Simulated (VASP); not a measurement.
Wanted: the native input for a VASP 6.6.1 run.

```yaml
Task: relaxation of the atoms
Functional: PBE
Potentials_or_basis: VASP PAW PBE potentials, release 64 (Mg, Sb)
Cutoff: 520 eV
k_mesh: 12 × 12 × 6
Occupations: gaussian, width 0.01 eV
Spin: no spin polarisation
Dipole_correction: no
Further_INCAR_settings: ALGO = Normal; EDIFF = 1e-07; IBRION = 2; EDIFFG = -0.008; NSW = 60
```

The structure of Mg3Sb2 lies in POSCAR:

```
Mg3Sb2
1.0
    4.5938670597      0.0000000000      0.0000000000
   -2.2969335298      3.9784055753      0.0000000000
    0.0000000000      0.0000000000      7.5652464445
Mg Sb
3 2
Direct
    0.3333333333      0.6666666667      0.6310342064
    0.6666666667      0.3333333333      0.3689657936
    0.0000000000      0.0000000000      0.0000000000
    0.3333333333      0.6666666667      0.2273549629
    0.6666666667      0.3333333333      0.7726450371
```

This cell differs from its parent crystal: strain along c alone, the other axes held: +4.0 %.

These files were run (other wordings do the same):

INCAR

```
SYSTEM = Mg3Sb2
PREC = Accurate
ENCUT = 520
EDIFF = 1E-7
ISMEAR = 0
SIGMA = 0.01
LREAL = .False.
LASPH = .True.
NELM = 120
ALGO = Normal
ISIF = 2
LWAVE = .False.
LCHARG = .False.
GGA = PE
IBRION = 2
NSW = 60
EDIFFG = -0.008
GGA_COMPAT = .False.
NELMIN = 4
KPAR = 4
```

KPOINTS

```
Automatic mesh
0
Gamma
  12 12 6
  0 0 0
```

Potentials or basis: VASP PAW PBE potentials, release 64 (Mg, Sb).

The run is started by

```sh
$ cat potpaw_PBE.64/Mg/POTCAR potpaw_PBE.64/Sb/POTCAR > POTCAR
$ mpirun -np 4 vasp_std > vasp.out
```

Results of the run:

* Energy gained by relaxing: 0.1 meV/atom
* Ionic steps: 4
* Pressure after relaxing: -1.3 GPa
* Largest force after relaxing: 0.008 eV/Å
* Band gap on the k mesh: 0.23 eV (least direct gap 1.01 eV)

Caveat: the cell differs from its parent crystal (strain along c alone, the other axes held: +4.0 %); spin-orbit coupling is left out, which moves the levels of the heavy elements.

Run time: 2.1 min on 4 MPI ranks on Intel(R) Xeon(R) Platinum 8259CL CPU @ 2.50GHz (Skylake/Cascade Lake), with other jobs on the host, peak memory 0.4 GiB a rank.
